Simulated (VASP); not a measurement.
## TiClO: single point with r2SCAN

The system is TiClO.

```
O Cl Ti
1.0
     4.86214    0.72909    0.41607
    -0.81907    4.79744   -0.55339
    -1.03173    0.19269    4.44546
O Cl Ti
2 2 2
Direct
  0.76121 0.14206 0.76165
  0.15982 0.14940 0.71765
  0.70541 0.68699 0.32777
  0.99614 0.32718 0.33071
  0.46876 0.15954 0.19485
  0.07368 0.65747 0.85896
```

| Property | Result |
| --- | --- |
| Program | VASP 6.6.1 |
| Task | single point |
| Functional | r2SCAN |
| Potentials or basis | VASP PAW PBE potentials, release 64 (O, Cl, Ti_sv) |
| Cutoff | 520 eV |
| k mesh | 4 × 4 × 4, shifted |
| Occupations | fermi-dirac, width 0.1 eV |
| Spin | no spin polarisation |

The pressure is -10.8 GPa. The largest force is 5.849 eV/Å and the band gap on the k mesh is zero (bands 25 and 26 overlap by 0.09 eV).

Forces on the atoms (eV/Å):
```
O   -2.755 -0.245  0.767
O    2.492 -1.334  5.120
Cl  -4.102  3.103 -1.613
Cl   4.737 -0.626 -2.792
Ti   0.862 -0.754 -0.902
Ti  -1.235 -0.144 -0.581
```

Stress tensor (GPa, compression positive):
```
 -3.95  -8.48   4.28
 -8.48 -16.90  -2.65
  4.28  -2.65 -11.46
```

Levels at points of the mesh, in eV from the Fermi level:
| k point | band 21 | band 22 | band 23 | band 24 | band 25 | band 26 | band 27 | band 28 | band 29 | band 30 |
| --- | --- | --- | --- | --- | --- | --- | --- | --- | --- | --- |
| (0.12, 0.12, 0.00) | -2.21 | -1.87 | -1.34 | -0.15 | -0.09 | 0.18 | 0.30 | 0.43 | 0.68 | 0.95 |

Wall time 12 min on 1 thread of Intel(R) Xeon(R) Platinum 8375C CPU @ 2.90GHz (Ice Lake), on a shared host, peak memory 0.29 GiB.

Caveat: the PAW data sets were made with another functional, which shifts forces and pressure a little; semilocal functionals often make such compounds metallic where correlation or magnetic order opens a gap, which also shifts bond lengths.
